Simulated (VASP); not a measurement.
Runs of VASP 6.6.1 on Ba. The structure is that of space group P6/mmm (No. 191), or close to it. The cells are those of the table. 

| task | level | cell | cutoff (eV) | gap on the mesh (eV) | pressure (GPa) | relaxed volume (Å³/atom) |
| --- | --- | --- | --- | --- | --- | --- |
| single point | PBEsol+D3(BJ) | a = 3.976, b = 3.976, c = 3.676 Å, angles 90.0, 90.0, 120.0°, 1 atom | 520 | none | 0.2 | - |
| single point | PBEsol+D3(BJ) | a = 4.312, b = 4.312, c = 3.913 Å, angles 90.0, 90.0, 120.0°, 1 atom | 520 | none | -1.4 | - |
| relaxation of cell and atoms | PBEsol+D3(BJ) | relaxed from a = 4.312, b = 4.312, c = 3.913 Å, angles 90.0, 90.0, 120.0°, 1 atom | 600 | none | 0.0 | (b) |
| single point | PBEsol | a = 4.105, b = 4.105, c = 3.809 Å, angles 90.0, 90.0, 120.0°, 1 atom | 520 | none | 0.1 | - |
| relaxation of cell and atoms | PBEsol | relaxed from a = 4.312, b = 4.312, c = 3.913 Å, angles 90.0, 90.0, 120.0°, 1 atom | 600 | none | 0.0 | 56.35 |
| single point | PBEsol+D3(BJ) | a = 3.969, b = 3.969, c = 3.669 Å, angles 90.0, 90.0, 120.0°, 1 atom | 520 | none | (a) | - |
| relaxation of cell and atoms | PBEsol+D4 | relaxed from a = 4.312, b = 4.312, c = 3.913 Å, angles 90.0, 90.0, 120.0°, 1 atom | 600 | none | 0.0 | 54.55 |
| single point | PBEsol+D4 | a = 4.053, b = 4.053, c = 3.760 Å, angles 90.0, 90.0, 120.0°, 1 atom | 520 | none | 0.2 | - |

Alike in all rows: potentials or basis VASP PAW PBE potentials, release 64 (Ba_sv); no spin polarisation; k mesh 7 × 7 × 7; smearing fermi-dirac 0.05 eV.

Question: Fill in the values left out.

Answer: (a) 0.3; (b) 51.20.

Caveats: the PAW data sets were made with another functional, which shifts forces and pressure a little; spin-orbit coupling is left out, which moves the levels of the heavy elements; pairwise dispersion overbinds metals, which lowers pressure and volume (some runs); three body term missing (some runs); the volume moved by over 15 % at a fixed basis, so the end points are rough (some runs).

A k mesh can miss the band edges, and the runs leave out spin-orbit coupling on Ba.

A gap of «none» marks levels without a gap at the run's occupations.
